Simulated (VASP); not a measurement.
Set up this calculation in VASP 6.6.1, as the native input.

```yaml
Task: single point
Functional: LDA
Potentials_or_basis: VASP PAW LDA potentials, release 64 (Te)
Cutoff: 520 eV
k_mesh: 10 × 10 × 10
Occupations: fermi-dirac, width 0.1 eV
Spin: non-collinear spin, zero start, spin-orbit coupling
Starting_moments: "[[0.0, 0.0, 0.0]] μB"
Dipole_correction: no
Further_INCAR_settings: ALGO = Normal; EDIFF = 1e-06; NBANDS = 17
```

The structure of Te lies in POSCAR:

```
Te
1.0
    3.1326038533      0.0000000000      0.0000000000
    0.0000000000      3.1326038533      0.0000000000
    0.0000000000      0.0000000000      3.1326038533
Te
1
Direct
    0.0000000000      0.0000000000      0.0000000000
```

This isn't the form of Te at room conditions, which is trigonal, of chains.

These files were run (other wordings do the same):

INCAR

```
SYSTEM = Te
PREC = Accurate
ENCUT = 520
EDIFF = 1E-6
ISMEAR = -1
SIGMA = 0.1
LREAL = .False.
LASPH = .True.
NELM = 150
ALGO = Normal
ISIF = 2
LWAVE = .False.
LCHARG = .False.
LNONCOLLINEAR = .True.
MAGMOM = 0 0 0
LORBIT = 11
LSORBIT = .True.
GGA_COMPAT = .False.
LORBMOM = .True.
GGA = CA
NBANDS = 17
```

KPOINTS

```
regular mesh
0
Gamma
  10 10 10
  0 0 0
```

Potentials or basis: VASP PAW LDA potentials, release 64 (Te).

The run is started by

```sh
$ cat potpaw_LDA.64/Te/POTCAR > POTCAR
$ mpirun -np 1 vasp_ncl > vasp.out
```

It gave:

```json
{
  "Pressure": "0.4 GPa",
  "Net moment": "0.00 μB per cell",
  "Valence electrons inside the program's atomic spheres": "Te 3.31"
}
```

It took 64 s on 1 thread of Intel Xeon 8259CL, with other jobs on the host, peak memory 0.19 GiB.
